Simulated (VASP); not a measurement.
Here is a VASP 6.6.1 calculation.

INCAR

```
ALGO = Fast
EDIFF = 1E-7
ENCUT = 520
GGA = PE
ISIF = 2
ISMEAR = 0
LASPH = True
LCHARG = False
LREAL = False
LWAVE = False
NBANDS = 11
NELM = 80
PREC = Accurate
SIGMA = 0.15
```

Contents of KPOINTS:

```
k-points
0
Gamma
  14 14 14
```

File POSCAR:

```
Sr
1.0
    0.0000000000      2.9662912500      3.1944675000
    2.9662912500      0.0000000000      3.1944675000
    2.9662912500      2.9662912500      0.0000000000
Sr
1
Direct
    0.0000000000      0.0000000000      0.0000000000
```

Potentials or basis: VASP PAW PBE potentials, release 64 (Sr_sv).

Run with:

```bash
$ cat potpaw_PBE.64/Sr_sv/POTCAR > POTCAR
$ mpirun -np 1 vasp_std > vasp.out
```

(1) What does it give for the pressure?

(2) Predict the band gap on the k mesh.

Answers

(1) -0.3 GPa.

(2) zero (band 5 reaches 1.59 eV, above the bottom of band 6 at 1.50 eV).

Caveat: the cell differs from its parent crystal (strain -0.025 along x and y, +0.050 along z).
